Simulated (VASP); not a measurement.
CuF: single point with PBE

CuF:

```
CELL_PARAMETERS angstrom
2.76254 0.00000 0.00000
-1.38127 2.39243 0.00000
0.00000 0.00000 6.40198
ATOMIC_POSITIONS crystal
Cu 0.00000 0.00000 0.00000
Cu 0.00000 0.00000 0.50000
F 0.33333 0.66667 0.25000
F 0.66667 0.33333 0.75000
```

- Program: VASP 6.6.1
- Task: single point
- Functional: PBE
- Potentials or basis: VASP PAW PBE potentials, release 64 (Cu, F)
- Cutoff: 520 eV
- k mesh: 12 × 12 × 4
- Occupations: fermi-dirac, width 0.02 eV
- Spin: no spin polarisation
- Dipole correction: no
- Further INCAR settings: ALGO = Normal; EDIFF = 1e-06; NBANDS = 26

* Pressure: 6.3 GPa
* Band gap on the k mesh: zero (bands 18 and 19 overlap by 0.44 eV)

Stress tensor (GPa, compression positive):
```
5.45 0.00 0.00
0.00 5.45 0.00
0.00 0.00 7.93
```

Levels at points of the mesh, in eV from the Fermi level:
| k point | band 14 | band 15 | band 16 | band 17 | band 18 | band 19 | band 20 | band 21 | band 22 | band 23 |
| --- | --- | --- | --- | --- | --- | --- | --- | --- | --- | --- |
| (0.00, 0.00, 0.00) | -1.16 | -0.76 | -0.65 | -0.65 | -0.36 | -0.36 | 3.28 | 5.40 | 12.86 | 14.22 |
| (0.50, 0.00, 0.00) | -0.44 | -0.39 | -0.34 | -0.12 | 0.03 | 3.81 | 5.45 | 5.97 | 6.40 | 11.07 |
| (0.00, 0.00, 0.50) | -1.22 | -0.53 | -0.53 | -0.53 | -0.53 | 0.62 | 0.62 | 8.66 | 8.66 | 19.14 |
| (0.50, 0.00, 0.50) | -0.51 | -0.50 | -0.50 | -0.36 | -0.36 | 4.23 | 4.23 | 6.73 | 6.73 | 11.96 |

Wall time 34 s on 1 thread of Intel(R) Xeon(R) Platinum 8488C (Sapphire Rapids) (shared host), peak memory 0.2 GiB.

Caveat: the cell stands under pressure; semilocal functionals underestimate gaps, and a narrow one can read as zero. With open d or f shells a metallic result of PBE can be an artefact of self-interaction; +U or a hybrid may open a gap.
